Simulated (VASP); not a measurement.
Runs of VASP 6.6.1 on NaAg. The structure is that of space group P-6m2 (No. 187), or close to it. The cells are those of the table. 

```tsv
task	cell	cutoff (eV)	smearing	gap on the mesh (eV)	pressure (GPa)	relaxed volume (Å³/atom)
relaxation of cell and atoms	relaxed from a = 3.099, b = 3.099, c = 5.161 Å, angles 90.0, 90.0, 120.0°, 2 atoms	600	fermi-dirac 0.15 eV	none	0.0	21.51
single point	a = 3.099, b = 3.099, c = 5.161 Å, angles 90.0, 90.0, 120.0°, 2 atoms	520	gaussian 0.1 eV	none	0.0	-
relaxation of cell and atoms	relaxed from a = 3.088, b = 3.088, c = 5.049 Å, angles 90.0, 90.0, 120.0°, 2 atoms	600	gaussian 0.1 eV	none	0.0	(a)
single point	a = 3.107, b = 3.107, c = 5.143 Å, angles 90.0, 90.0, 120.0°, 2 atoms	520	fermi-dirac 0.15 eV	none	0.0	-
```

Alike in all rows: level PBE; potentials or basis VASP PAW PBE potentials, release 64 (Na_pv, Ag); no spin polarisation; k mesh 15 × 15 × 8.

Task: Estimate the missing entries.

Result: (a) 21.48.

A k mesh can miss the band edges, and the runs leave out spin-orbit coupling on Ag.

A gap of «none» marks levels without a gap at the run's occupations.
